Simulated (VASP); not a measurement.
# K: single point with PBE

The system is K.

```
K
1.0
     3.58436    0.00000    0.00000
    -1.79218    3.10414    0.00000
     0.00000    0.00000   11.47880
K
4
Direct
  0.00000 0.00000 0.00000
  0.00000 0.00000 0.50000
  0.33333 0.66667 0.25000
  0.66667 0.33333 0.75000
```

This isn't the form of K at room conditions, which is bcc.

- Program: VASP 6.6.1
- Task: single point
- Functional: PBE
- Potentials or basis: VASP PAW PBE potentials, release 64 (K_sv)
- Cutoff: 520 eV
- k mesh: 6 × 6 × 4
- Occupations: fermi-dirac, width 0.1 eV
- Spin: no spin polarisation
- Dipole correction: no
- Further INCAR settings: ALGO = Normal; EDIFF = 1e-07; NBANDS = 26

* Pressure: 13.5 GPa
* Band gap on the k mesh: zero (bands 18 and 19 overlap by 2.86 eV)

Stress tensor (GPa, compression positive):
```
13.44  0.00  0.00
 0.00 13.44  0.00
 0.00  0.00 13.66
```

Levels at points of the mesh, in eV from the Fermi level:
```
           k point  band 16  band 17  band 18  band 19  band 20  band 21
(0.00, 0.00, 0.00)   -15.42    -3.39    -1.94    -1.94    -0.04     1.74
(0.50, 0.00, 0.00)   -15.53    -0.08    -0.07     0.26     0.38     1.22
(0.00, 0.00, 0.50)   -15.45    -2.99    -2.99    -0.69    -0.69     2.13
(0.50, 0.00, 0.50)   -15.56     0.07     0.07     0.14     0.14     1.40
```

Run time: 64 s on 1 thread of AMD EPYC 7R13 Processor (Zen 3), with other jobs on the host, peak memory 0.22 GiB.

Caveat: the cell stands under pressure.
